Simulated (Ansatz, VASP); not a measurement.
**BiSe3 in VASP and in Ansatz**

The input POSCAR:

```
BiSe3
1.0
    4.7425064307      0.0000000000      0.0000000000
    0.0000000000      4.7425064307      0.0000000000
    0.0000000000      0.0000000000      4.7425064307
Bi Se
1 3
Direct
    0.0000000000      0.0000000000      0.0000000000
    0.0000000000      0.5000000000      0.5000000000
    0.5000000000      0.0000000000      0.5000000000
    0.5000000000      0.5000000000      0.0000000000
```

INCAR.step1

```
PREC = Accurate
ENCUT = 600
ISMEAR = 0
SIGMA = 0.1
LREAL = F
LASPH = T
NELM = 100
GGA = PE
ALGO = Normal
EDIFF = 1E-4
LWAVE = T
LCHARG = F
```

The input INCAR.step2:

```
PREC = Accurate
ENCUT = 600
EDIFF = 1E-6
ISMEAR = 0
SIGMA = 0.1
LREAL = F
LASPH = T
NELM = 100
ALGO = Normal
ISIF = 3
LWAVE = F
LCHARG = F
METAGGA = R2SCAN
LMIXTAU = T
IBRION = 2
NSW = 90
EDIFFG = -0.04
ISTART = 1
```

Contents of KPOINTS:

```
regular mesh
0
Gamma
  4 4 4
```

Input for Ansatz:

```yaml
crystal:
  lattice:
    - [4.7425064307, 0.0, 0.0]
    - [0.0, 4.7425064307, 0.0]
    - [0.0, 0.0, 4.7425064307]
  atoms:
    - { symbol: Bi, position: [0.0, 0.0, 0.0] }
    - { symbol: Se, position: [0.0, 0.5, 0.5] }
    - { symbol: Se, position: [0.5, 0.0, 0.5] }
    - { symbol: Se, position: [0.5, 0.5, 0.0] }
basis:
  ecutwfc: 500
kpoints:
  mp_grid: { grid: [4, 4, 4] }
hamiltonian:
  xc: r2scan
scf:
  occupations: { method: gaussian, width: 0.1 }
  lower_state_search: "off"
output:
  forces: true
  stress: true
  eigenvalues: true
relax:
  adjacent_minimum: "off"
  f_tol: 0.04
  max_steps: 70
  cell: { stress_tol: 0.4 }
```

Alike in both runs: task relaxation of cell and atoms; functional r2SCAN; k mesh 4 × 4 × 4; occupations gaussian, width 0.1 eV; no spin polarisation.

|  | VASP | Ansatz |
| --- | --- | --- |
| version | VASP 6.6.1 | Ansatz 0.2.0 |
| potentials or method | VASP PAW PBE potentials, release 64 (Bi_d, Se), cutoff 600 eV | scalar-relativistic, plane waves, PAW |
| valence electrons in the cell | 33 | 63 |

```tsv
	VASP	Ansatz	Ansatz less VASP
gap on the k mesh at the Fermi level, each at its own relaxed structure (eV)	none	none	-
relaxed volume (Å³/atom)	23.42	23.51	+0.098
relaxed length of the cell vector where the two differ most in proportion (Å)	4.541	4.548	+0.0063
```

VASP's potentials were made for PBE, not for r2SCAN. A gap of «none» marks a metal or a gap that the smearing closes. VASP's potentials hold 33 valence electrons a cell and Ansatz's 63, so a difference there can come from the potentials and not from the codes.

Neither program's run includes spin-orbit coupling.
